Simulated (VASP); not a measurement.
# HfO2 (Fm-3m) in VASP: notebook

HfO2 is run at these levels: LDA; tasks: single point.

All numbers are computed with VASP 6.6.1; they aren't measurements. Logs are shortened: lines on timing, memory, paths and dates and some standing lists are left out, and cuts for length are marked.

**1. The cell of the first run**

It takes space group Fm-3m (No. 225, cubic). Conventional cell: a = 5.081 Å, b = 5.081 Å, c = 5.081 Å, α = 90.00°, β = 90.00°, γ = 90.00°. Hf (site symmetry m-3m) has 8 O at 2.20 Å within 2.9 Å. Within 2.9 Å of O (site symmetry -43m) lie 4 Hf at 2.20 Å and 6 O at 2.54 Å.

**2. Single point, LDA**

Contents of INCAR:

```
PREC = Accurate
ENCUT = 520
EDIFF = 1E-7
ISMEAR = 0
SIGMA = 0.01
LREAL = F
LASPH = T
NELM = 60
ALGO = Normal
ISIF = 2
LWAVE = F
LCHARG = T
LELF = T
LVHAR = T
NBANDS = 18
```

Contents of KPOINTS:

```
regular mesh
0
Gamma
  6 6 6
```

Contents of POSCAR:

```
HfO2
1.0
    0.0000000000      2.5403350533      2.5403350533
    2.5403350533      0.0000000000      2.5403350533
    2.5403350533      2.5403350533      0.0000000000
Hf O
1 2
Direct
    0.0000000000      0.0000000000      0.0000000000
    0.2500000000      0.2500000000      0.2500000000
    0.7500000000      0.7500000000      0.7500000000
```

Potentials or basis: VASP PAW LDA potentials, release 64 (Hf_pv, O).

Run with:

```console
> cat potpaw_LDA.64/Hf_pv/POTCAR potpaw_LDA.64/O/POTCAR > POTCAR
> mpirun -np 1 vasp_std > vasp.out
```

OUTCAR:

```text
PREC = Accurate
   ENCUT = 520
   EDIFF = 1E-7
   ISMEAR = 0
   LREAL = F
   LASPH = T
   NELM = 60
   ISIF = 2

 ion  position               nearest neighbor table
   1  0.000  0.000  0.000-   3 2.20   3 2.20   3 2.20   2 2.20   3 2.20   2 2.20   2 2.20   2 2.20

   2  0.250  0.250  0.250-   1 2.20   1 2.20   1 2.20   1 2.20
   3  0.750  0.750  0.750-   1 2.20   1 2.20   1 2.20   1 2.20

  LATTYP: Found a face centered cubic cell.
 ALAT       =     5.0806701066

  Lattice vectors:

 A1 = (   0.0000000000,   2.5403350533,   2.5403350533)
 A2 = (   2.5403350533,   0.0000000000,   2.5403350533)
 A3 = (   2.5403350533,   2.5403350533,   0.0000000000)

Analysis of symmetry for initial positions (statically):
=====================================================================
 Subroutine PRICEL returns:
 Original cell was already a primitive cell.

 Routine SETGRP: Setting up the symmetry group for a
 face centered cubic supercell.

 Subroutine GETGRP returns: Found 48 space group operations
 (whereof 48 operations were pure point group operations)
 out of a pool of 48 trial point group operations.

The static configuration has the point symmetry O_h .

Analysis of symmetry for dynamics (positions and initial velocities):
=====================================================================
 Subroutine PRICEL returns:
 Original cell was already a primitive cell.

 Routine SETGRP: Setting up the symmetry group for a
 face centered cubic supercell.

 Subroutine GETGRP returns: Found 48 space group operations
 (whereof 48 operations were pure point group operations)
 out of a pool of 48 trial point group operations.

The dynamic configuration has the point symmetry O_h .

 Subroutine INISYM returns: Found 48 space group operations
 (whereof 48 operations are pure point group operations),
 and found     1 'primitive' translations

----------------------------------------------------------------------------------------

                                     Primitive cell

  volume of cell :      32.7871

  direct lattice vectors                    reciprocal lattice vectors
     0.000000000  2.540335053  2.540335053    -0.196824430  0.196824430  0.196824430
     2.540335053  0.000000000  2.540335053     0.196824430 -0.196824430  0.196824430
     2.540335053  2.540335053  0.000000000     0.196824430  0.196824430 -0.196824430

  length of vectors
     3.592576285  3.592576285  3.592576285     0.340909914  0.340909914  0.340909914

[... 72 lines left out ...]
   NELM   =     60;   NELMIN=  2; NELMDL= -5     # of ELM steps
   EDIFF  = 0.1E-06   stopping-criterion for ELM
   LREAL  =      F    real-space projection
   EDIFFG = 0.1E-05   stopping-criterion for IOM
   NSW    =      0    number of steps for IOM
   IBRION =     -1    ionic relax: 0-MD 1-quasi-New 2-CG
   NFREE  =      0    steps in history (QN), initial steepest desc. (CG)
   ISIF   =      2    stress and relaxation
   ISYM   =      2    0-nonsym 1-usesym 2-fastsym
   POTIM  = 0.5000    time-step for ionic-motion
   TEBEG  =    0.0;   TEEND  =   0.0 temperature during run
   PSTRESS=    0.0 pullay stress
   NELECT =      22.0000    total number of electrons
   NUPDOWN=      -1.0000    fix difference up-down
   EMIN   =  10.00;   EMAX   =-10.00  energy-range for DOS
   EFERMI =   0.00;   METHOD = LEGACY
   ISMEAR =     0;   SIGMA  =   0.01  broadening in eV -4-tet -1-fermi 0-gaus
   EFERMI_NEDOS =   21; number of points for ismear=-14 and -15
   IALGO  =     38    algorithm
   IMIX   =      4    mixing-type and parameters
     AMIX     =   0.40;   BMIX     =  1.00
     AMIX_MAG =   1.60;   BMIX_MAG =  1.00
  volume/ion in A,a.u.               =      10.93        73.75
  Fermi-wavevector in a.u.,A,eV,Ry     =   1.433226  2.708405 27.948233  2.054137
  Thomas-Fermi vector in A             =   2.552767
   LORBIT       =      0    0 simple, 1 ext, 2 COOP (PROOUT), +10 PAW based schemes
   GGA     = CA    functional components
   LHFCALC =     F    Hartree Fock is set to
   AEXX    =    0.0000 exact exchange contribution
   IVDW    =     0    specifies the selected vdW correction
   LEPSILON=     F    determine dielectric tensor
   LRPA    =     F    only Hartree local field effects (RPA)
 non-spin polarized calculation
 Gauss-broadening in eV      SIGMA  =   0.01
  energy-cutoff  :      520.00
  volume of cell :       32.79
 maximum number of plane-waves:       899
   NGX = 13   NGY = 13   NGZ = 13

 number of electron      21.9999991 magnetization

 Free energy of the ion-electron system (eV)
  ---------------------------------------------------
  ext. energy  EPLUGINS =         0.00000000
  ---------------------------------------------------
  free energy    TOTEN  =       -32.98136336 eV

  energy without entropy =      -32.98136336  energy(sigma->0) =      -32.98136336

 E-fermi :   4.0550     XC(G=0): -12.2797

 val. band max:        3.9982329740   @ k =   0.5000   0.5000   0.0000
 cond. band min:       7.5756365056   @ k =   0.5000   0.5000   0.0000
 fundamental gap:      3.5774035316
 Fermi energy:         4.0550496019

 k-point     1 :       0.0000    0.0000    0.0000
  band No.  band energies     occupation
      1     -25.5229      2.00000
      2     -25.5229      2.00000
      3     -25.5229      2.00000
      4     -14.4360      2.00000
      5     -11.3066      2.00000
      6      -1.3699      2.00000
[... 313 lines left out ...]
      5     -12.3149      2.00000
      6      -1.9226      2.00000
[... 10 lines left out ...]
     17      16.5342      0.00000
     18      16.8179      0.00000

------------------------ aborting loop because EDIFF is reached ----------------------------------------

  FORCE on cell =-STRESS in cart. coord.  units (eV):
  Direction    XX          YY          ZZ          XY          YZ          ZX
  --------------------------------------------------------------------------------------
  -------------------------------------------------------------------------------------
  Total       -3.0696286     -3.0696286     -3.0696286      0.0000000     -0.0000000      0.0000000
  in kB     -150.0007447   -150.0007447   -150.0007447      0.0000000     -0.0000000      0.0000000
  external PRESSURE =    -150.0007447 kB  Pullay stress =       0.0000000 kB

 VOLUME and BASIS-vectors are now :
 -----------------------------------------------------------------------------
  energy-cutoff  :      520.00
  volume of cell :       32.79
      direct lattice vectors                 reciprocal lattice vectors
     0.000000000  2.540335053  2.540335053    -0.196824430  0.196824430  0.196824430
     2.540335053  0.000000000  2.540335053     0.196824430 -0.196824430  0.196824430
     2.540335053  2.540335053  0.000000000     0.196824430  0.196824430 -0.196824430

 POSITION                                       TOTAL-FORCE (eV/Angst)
 -----------------------------------------------------------------------------------
      0.00000      0.00000      0.00000        -0.000000     -0.000000     -0.000000
      1.27017      1.27017      1.27017         0.000000     -0.000000      0.000000
      3.81050      3.81050      3.81050        -0.000000      0.000000     -0.000000
 -----------------------------------------------------------------------------------
    total drift:                                0.000000      0.000000      0.000000

  FREE ENERGIE OF THE ION-ELECTRON SYSTEM (eV)
  ---------------------------------------------------
  free  energy   TOTEN  =       -32.9813633573 eV

  energy  without entropy=      -32.9813633573  energy(sigma->0) =      -32.98136336
```

stdout:

```text
POSCAR found type information on POSCAR HfO
 POSCAR found :  2 types and       3 ions
 scaLAPACK will be used
 LDA part: xc-table for (Slater(with rela. corr.)+CA(PZ))
 , standard interpolation
 POSCAR, INCAR and KPOINTS ok, starting setup
 FFT: planning ... GRIDC
 FFT: planning ... GRID_SOFT
 FFT: planning ... GRID
 WAVECAR not read
 entering main loop
```

Wall time 7.1 s (1 thread of Intel Xeon Platinum 8488C (Sapphire Rapids), shared host); peak memory 0.14 GiB.

What came out:

| Quantity | Value |
| --- | --- |
| Free energy | -32.9814 eV |
| Pressure | -15.0 GPa |
| Band gap on the k mesh | 3.58 eV, direct |

Caveat: spin-orbit coupling is left out, which moves the levels of the heavy elements.

**3. Single point, LDA**

This run uses another cell than the first one, of 11.15 Å³/atom, 1.020 times its volume.

Contents of INCAR:

```
SYSTEM = HfO2
ALGO     = Normal         ! electronic algorithm
EDIFF    = 1E-7           ! SCF threshold, eV
ENCUT    = 520            ! plane-wave cutoff, eV
GGA      = CA             ! functional
ISIF     = 2              ! what is computed and relaxed
ISMEAR   = 0              ! smearing method
LASPH    = .TRUE.         ! aspherical terms in the spheres
LCHARG   = .TRUE.         ! write CHGCAR
LELF     = .TRUE.         ! ELF
LREAL    = .FALSE.        ! projectors in reciprocal space
LVHAR    = .TRUE.       
LWAVE    = .FALSE.        ! write WAVECAR
NBANDS   = 18             ! bands
NELM     = 80             ! most SCF steps
PREC     = Accurate       ! precision mode
SIGMA    = 0.01           ! smearing width, eV
```

Contents of KPOINTS:

```
k-points
0
G
  6 6 6
  0 0 0
```

Contents of POSCAR:

```
HfO2
1.0
    0.0000000000      2.5575000000      2.5575000000
    2.5575000000      0.0000000000      2.5575000000
    2.5575000000      2.5575000000      0.0000000000
Hf O
1 2
Direct
    0.0000000000      0.0000000000      0.0000000000
    0.2500000000      0.2500000000      0.2500000000
    0.7500000000      0.7500000000      0.7500000000
```

Potentials or basis: VASP PAW LDA potentials, release 64 (Hf_pv, O).

Run with:

```console
> cat potpaw_LDA.64/Hf_pv/POTCAR potpaw_LDA.64/O/POTCAR > POTCAR
> mpirun -np 1 vasp_std > vasp.out
```

Wall time 7.5 s (1 thread of Intel Xeon Platinum 8488C (Sapphire Rapids), shared host); peak memory 0.14 GiB.

Results (log left out):

```yaml
Free_energy: -32.9105 eV
Pressure: -19.3 GPa
Band_gap_on_the_k_mesh: 3.52 eV, direct
```

Levels at points of the mesh, in eV from the valence-band top:
```csv
k point,band 7,band 8,band 9,band 10,band 11,band 12,band 13,band 14,band 15,band 16
"(0.00, 0.00, 0.00)",-5.25,-5.25,-0.60,-0.60,-0.60,3.62,3.62,5.48,10.04,10.04
"(0.50, 0.00, 0.00)",-4.24,-3.03,-2.70,-1.81,-1.81,4.33,4.33,6.69,8.71,9.03
"(0.50, 0.50, 0.00)",-3.42,-3.42,-1.51,-1.51,0.00,3.52,5.19,6.35,7.85,7.85
```

Caveat: spin-orbit coupling is left out, which moves the levels of the heavy elements. A k mesh can miss the band edges.

[end of part 1 of 2]
